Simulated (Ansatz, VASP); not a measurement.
## B in VASP and in Ansatz

```
CELL_PARAMETERS angstrom
-4.77863 4.96432 0.82100
4.96432 -4.77863 0.82100
2.12619 2.12619 -0.48091
ATOMIC_POSITIONS crystal
B 0.08899 0.91101 0.00000
B 0.66101 0.33899 0.50000
```

Alike in both runs: task single point; functional BLYP; k mesh 22 × 22 × 12; occupations fermi-dirac, width 0.1 eV; no spin polarisation.

|  | VASP | Ansatz |
| --- | --- | --- |
| version | VASP 6.6.1 | Ansatz 0.2.0 |
| potentials or method | VASP PAW PBE potentials, release 64 (B), cutoff 520 eV | plane waves (420 eV) with PAW, scalar-relativistic |
| valence electrons in the cell | 6 | 6 |

```csv
,VASP,Ansatz,Ansatz less VASP
pressure (GPa),-9.1,-9.0,+0.08
"traceless stress, the component that is largest in VASP (GPa)",-10.29,-9.98,+0.308
```

VASP's potentials were made for PBE, not for BLYP. Ansatz's warnings: structure snapped to symmetry, xc potential rough in thin density.
